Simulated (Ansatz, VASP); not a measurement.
Given: the input of a run of Ansatz 0.2.0 on BaTiO3.

File input.yaml:

```yaml
crystal:
  lattice:
    - [3.9855, 0.0, 0.0]
    - [0.0, 2.8369, 2.84515]
    - [0.0, -2.8369, 2.84515]
  atoms:
    - { symbol: Ba, position: [0.0, 0.0, 0.0] }
    - { symbol: Ti, position: [0.5, 0.5124, 0.5124] }
    - { symbol: O, position: [0.5, 0.99184, 0.50524] }
    - { symbol: O, position: [0.5, 0.50524, 0.99184] }
    - { symbol: O, position: [0.0, 0.4874, 0.4874] }
hamiltonian:
  xc: pbesol
  pseudopotentials: { kind: paw }
kpoints:
  mp_grid: { grid: [7, 7, 7] }
scf:
  occupations: { method: fermi_dirac, width: 0.05 }
output:
  forces: true
  stress: true
  eigenvalues: true
relax:
  f_tol: 0.01
  max_steps: 40
  cell: { stress_tol: 0.05 }
```

Potentials or basis: Ansatz PAW.

Command:

```bash
$ ansatz run input.yaml --threads 1 --pin off --max-ram 3584MiB --backend cpu --events-out ev --progress --plain --runs-dir out
```

Task: Translate it to VASP 6.6.1. Potentials there: VASP PAW PBE potentials, release 64 (Ba_sv, Ti_sv, O).

Result: As run (the cutoff follows the program's own potentials):

File INCAR:

```
SYSTEM = BaTiO3
ALGO = Normal ; EDIFF = 1E-7
EDIFFG = -0.01 ; ENCUT = 600
GGA = PS ; IBRION = 2
ISIF = 3 ; ISMEAR = -1
LASPH = .True. ; LCHARG = .False.
LREAL = .False. ; LWAVE = .False.
NELM = 80 ; NSW = 60
PREC = Accurate ; SIGMA = 0.05
```

File KPOINTS:

```
k-points
0
Gamma
  7 7 7
  0 0 0
```

POSCAR

```
BaTiO3
1.0
    3.9855000000      0.0000000000      0.0000000000
    0.0000000000      2.8369000000      2.8451500000
    0.0000000000     -2.8369000000      2.8451500000
Ba Ti O
1 1 3
Direct
    0.0000000000      0.0000000000      0.0000000000
    0.5000000000      0.5124000000      0.5124000000
    0.5000000000      0.9918400000      0.5052400000
    0.5000000000      0.5052400000      0.9918400000
    0.0000000000      0.4874000000      0.4874000000
```

Potentials or basis: VASP PAW PBE potentials, release 64 (Ba_sv, Ti_sv, O).

Command:

```console
$ cat potpaw_PBE.64/Ba_sv/POTCAR potpaw_PBE.64/Ti_sv/POTCAR potpaw_PBE.64/O/POTCAR > POTCAR
$ mpirun -np 1 vasp_std > vasp.out
```

Both were run:

|  | VASP | Ansatz | Ansatz less VASP |
| --- | --- | --- | --- |
| gap on the k mesh at the Fermi level, each at its own relaxed structure (eV) | 2.18 | 2.23 | +0.048 |
| relaxed volume (Å³/atom) | 12.84 | 12.69 | -0.152 |
| relaxed length of the cell vector where the two differ most in proportion (Å) | 4.026 | 4.007 | -0.0183 |

VASP's potentials were made for PBE, not for PBEsol.

Neither program's run includes spin-orbit coupling. Noted on Ansatz's run: odd divisions of the mesh miss points on the zone boundary, where band edges often lie, so the gap on the mesh can be too wide; the plane-wave basis is chosen anew once the cell has moved, so the energies of steps on either side of that aren't comparable.
